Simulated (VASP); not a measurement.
A run of VASP 6.6.1 is set up as follows.

Contents of INCAR:

```
ALGO = Normal
EDIFF = 1E-6
ENCUT = 520
GGA = CA
ISIF = 2
ISMEAR = -1
LASPH = T
LCHARG = T
LELF = T
LREAL = F
LVHAR = T
LWAVE = F
NBANDS = 12
NELM = 80
PREC = Accurate
SIGMA = 0.05
```

Contents of KPOINTS:

```
k-points
0
Gamma
  4 4 5
```

POSCAR

```
As
1.0
    4.5664000000      0.0000000000      0.0000000000
   -2.2832000000      3.9546200000      0.0000000000
    0.0000000000      0.0000000000      2.8337400000
As
2
Direct
    0.3333300000      0.6666700000      0.0000000000
    0.6666700000      0.3333300000      0.0000000000
```

Potentials or basis: VASP PAW LDA potentials, release 64 (As).

The run is started by

```bash
$ cat potpaw_LDA.64/As/POTCAR > POTCAR
$ mpirun -np 1 vasp_std > vasp.out
```

(1) Predict the pressure.

(2) Estimate the band gap on the k mesh.

Results:

(1) -4.3 GPa.

(2) zero (band 5 reaches 6.07 eV, above the bottom of band 6 at 2.55 eV).

Caveat: the k points lie up to 0.44 Å⁻¹ apart.
